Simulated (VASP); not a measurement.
# MgS: relaxation of cell and atoms with r2SCAN

MgS:

```
Mg S
1.0
     0.00000    2.61488    2.61488
     2.61488    0.00000    2.61488
     2.61488    2.61488    0.00000
Mg S
1 1
Cartesian
  0.0000 0.0000 0.0000
  2.6149 2.6149 2.6149
```

```yaml
Program: VASP 6.6.1
Task: relaxation of cell and atoms
Functional: r2SCAN
Potentials_or_basis: VASP PAW PBE potentials, release 64 (Mg, S)
Cutoff: 600 eV
k_mesh: 8 × 8 × 8
Occupations: fermi-dirac, width 0.02 eV
Spin: no spin polarisation
Dipole_correction: no
Further_INCAR_settings: ALGO = Normal; EDIFF = 1e-07; IBRION = 2; EDIFFG = -0.005; NSW = 80; ISIF = 3
```

```json
{
 "Relaxed volume": "17.52 Å³/atom",
 "Relaxed cell": "a = 3.673 Å, b = 3.673 Å, c = 3.673 Å, α = 60.00°, β = 60.00°, γ = 60.00°",
 "Space group after relaxing (to 0.1 Å)": "Fm-3m (No. 225)",
 "Energy gained by relaxing": "1.9 meV/atom",
 "Ionic steps": "4",
 "Pressure after relaxing": "0.0 GPa",
 "Band gap on the k mesh": "3.44 eV (least direct gap 4.66 eV)"
}
```

The path:
```tsv
step	energy change (eV)	largest force (eV/Å)	pressure (GPa)	volume (Å³)
1	0.0000	0.0000	-1.62	35.76
2	-0.0036	0.0000	0.44	34.83
3	-0.0038	0.0000	0.05	35.02
4	-0.0038	0.0000	-0.04	35.04
```

Final structure:
```
Mg S
1.0
     0.00000    2.59722    2.59722
     2.59722    0.00000    2.59722
     2.59722    2.59722    0.00000
Mg S
1 1
Direct
  0.00000 0.00000 0.00000
  0.50000 0.50000 0.50000
```

Levels at points of the mesh, in eV from the valence-band top:
```csv
k point,band 1,band 2,band 3,band 4,band 5,band 6,band 7,band 8
"(0.00, 0.00, 0.00)",-13.21,0.00,0.00,0.00,4.66,8.53,8.53,8.53
"(0.50, 0.00, 0.00)",-11.87,-4.90,-0.63,-0.63,5.22,7.51,7.51,11.29
"(0.50, 0.50, 0.00)",-11.48,-4.30,-1.74,-1.74,3.44,4.91,13.20,13.50
```

Run time: 2.5 min on 1 thread of Intel(R) Xeon(R) Platinum 8124M CPU @ 3.00GHz (Skylake/Cascade Lake), on a shared host, peak memory 0.19 GiB.

Caveat: the PAW data sets were made with another functional, which shifts forces and pressure a little. A k mesh can miss the band edges.
